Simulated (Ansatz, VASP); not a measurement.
## ZrB in VASP and in Ansatz

Contents of INCAR:

```
  PREC = Accurate
  ENCUT = 520
  EDIFF = 1E-7
  ISMEAR = 0
  SIGMA = 0.15
  LREAL = F
  LASPH = T
  NELM = 100
  ALGO = Normal
  ISIF = 2
  LWAVE = F
  LCHARG = F
  GGA = PE
  NBANDS = 14
```

The input KPOINTS:

```
Automatic mesh
0
Gamma
  18 18 18
```

POSCAR

```
ZrB
1.0
    0.0435937500      2.3250000000      2.3250000000
    2.3685937500      0.0000000000      2.3685937500
    2.3250000000      2.3250000000      0.0435937500
Zr B
1 1
Direct
    0.0000000000      0.0000000000      0.0000000000
    0.5000000000      0.5000000000      0.5000000000
```

Input for Ansatz:

```yaml
crystal:
  lattice:
    - [0.04359375, 2.325, 2.325]
    - [2.36859375, 0.0, 2.36859375]
    - [2.325, 2.325, 0.04359375]
  atoms:
    - { symbol: Zr, position: [0.0, 0.0, 0.0] }
    - { symbol: B, position: [0.5, 0.5, 0.5] }
basis:
  ecutwfc: 420
kpoints:
  mp_grid: { grid: [18, 18, 18] }
hamiltonian:
  xc: pbe
scf:
  occupations: { method: gaussian, width: 0.15 }
output:
  forces: true
  stress: true
  eigenvalues: true
```

Change from the starting cell: strain +0.0375 x Voigt [0, 0, 0, 0, 1, 0], atoms carried along.

Alike in both runs: task single point; functional PBE; k mesh 18 × 18 × 18; occupations gaussian, width 0.15 eV; no spin polarisation.

|  | VASP | Ansatz |
| --- | --- | --- |
| version | VASP 6.6.1 | Ansatz 0.2.0 |
| potentials or method | VASP PAW PBE potentials, release 64 (Zr_sv, B), cutoff 520 eV | scalar-relativistic, plane waves, PAW |
| valence electrons in the cell | 15 | 15 |

|  | VASP | Ansatz | Ansatz less VASP |
| --- | --- | --- | --- |
| gap on the k mesh at the Fermi level (eV) | none | none | - |
| pressure (GPa) | 35.1 | 34.9 | -0.17 |
| traceless stress, the component that is largest in VASP (GPa) | -2.24 | -2.24 | -0.007 |

A gap of «none» marks a metal or a gap that the smearing closes. Both programs put the cell under a high pressure, so it lies far from rest at this level. With one functional, cell and mesh, what is left measures potentials, basis and numerics.
